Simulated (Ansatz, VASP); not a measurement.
## CsRb2TiF6: VASP beside Ansatz

```
CELL_PARAMETERS angstrom
0.00000 4.79315 4.79315
4.79315 0.00000 4.79315
4.79315 4.79315 0.00000
ATOMIC_POSITIONS crystal
Cs 0.50000 0.50000 0.50000
Rb 0.75000 0.75000 0.75000
Rb 0.25000 0.25000 0.25000
Ti 0.00000 0.00000 0.00000
F 0.79217 0.20783 0.20783
F 0.20783 0.20783 0.79217
F 0.20783 0.79217 0.79217
F 0.20783 0.79217 0.20783
F 0.79217 0.20783 0.79217
F 0.79217 0.79217 0.20783
```

Alike in both runs: task single point; functional LDA; k mesh 4 × 4 × 4; occupations fermi-dirac, width 0.1 eV; no spin polarisation.

|  | VASP | Ansatz |
| --- | --- | --- |
| version | VASP 6.6.1 | Ansatz 0.2.0 |
| potentials or method | VASP PAW LDA potentials, release 64 (Cs_sv, Rb_sv, Ti_sv, F), cutoff 520 eV | plane waves, PAW |
| valence electrons in the cell | 81 | 81 |

|  | VASP | Ansatz | Ansatz less VASP |
| --- | --- | --- | --- |
| gap on the k mesh at the Fermi level (eV) | none | none | - |
| pressure (GPa) | -4.6 | -4.7 | -0.12 |

LDA's correlation is that of Perdew and Zunger in VASP and of Perdew and Wang (1992) in Ansatz. A gap of «none» marks a metal or a gap that the smearing closes.

Neither program's run includes spin-orbit coupling.
